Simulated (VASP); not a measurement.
Here is a VASP 6.6.1 calculation.

The input INCAR:

```
SYSTEM = WSe
PREC = Accurate
ENCUT = 520
EDIFF = 1E-6
ISMEAR = 0
SIGMA = 0.1
LREAL = .FALSE.
LASPH = .TRUE.
NELM = 150
ALGO = Normal
ISIF = 2
LWAVE = .FALSE.
LCHARG = .FALSE.
ISPIN = 2
MAGMOM = 1 0
LORBIT = 11
LMAXMIX = 4
GGA = PE
NBANDS = 21
```

KPOINTS

```
regular mesh
0
G
  12 12 12
  0 0 0
```

File POSCAR:

```
WSe
1.0
    0.0000000000      2.8762241646      2.8762241646
    2.8762241646      0.0000000000      2.8762241646
    2.8762241646      2.8762241646      0.0000000000
W Se
1 1
Direct
    0.0000000000      0.0000000000      0.0000000000
    0.2500000000      0.2500000000      0.2500000000
```

Potentials or basis: VASP PAW PBE potentials, release 64 (W_sv, Se).

Launch:

```console
$ cat potpaw_PBE.64/W_sv/POTCAR potpaw_PBE.64/Se/POTCAR > POTCAR
$ mpirun -np 1 vasp_std > vasp.out
```

(1) Predict the net moment.

(2) What does it give for the site moments?

(3) What does it give for the pressure?

Answers

(1) 1.33 μB per cell.

(2) W +1.06; Se -0.02 μB.

(3) -4.0 GPa.

Caveat: the cell stands under tension.
